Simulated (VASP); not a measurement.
Input of a VASP 6.6.1 run:

INCAR

```
ALGO = Normal ; EDIFF = 1E-6
ENCUT = 520 ; ISIF = 2
ISMEAR = -1 ; LASPH = T
LCHARG = F ; LREAL = F
LWAVE = F ; NBANDS = 12
NELM = 80 ; PREC = Accurate
SIGMA = 0.1
```

File KPOINTS:

```
k-points
0
Gamma
  10 10 10
```

File POSCAR:

```
Li
1.0
    1.5042287373      0.8684670260      7.2637082298
   -1.5042287373      0.8684670260      7.2637082298
    0.0000000000     -1.7369335733      7.2637082870
Li
3
Direct
    0.0000000000      0.0000000000      0.0000000000
    0.2221405555      0.2221405555      0.2221405555
    0.7778594445      0.7778594445      0.7778594445
```

Potentials or basis: VASP PAW LDA potentials, release 64 (Li_sv).

The run is started by

```console
$ cat potpaw_LDA.64/Li_sv/POTCAR > POTCAR
$ mpirun -np 1 vasp_std > vasp.out
```

What does it give for the band gap on the k mesh?

Zero (an odd number of electrons rules out a gap without spin polarisation).

Estimate the largest force.

0.004 eV/Å.

Forces in eV/Å, atoms in the order of the input:
```
Li   0.000  0.000  0.000
Li   0.000  0.000  0.004
Li   0.000  0.000 -0.004
```
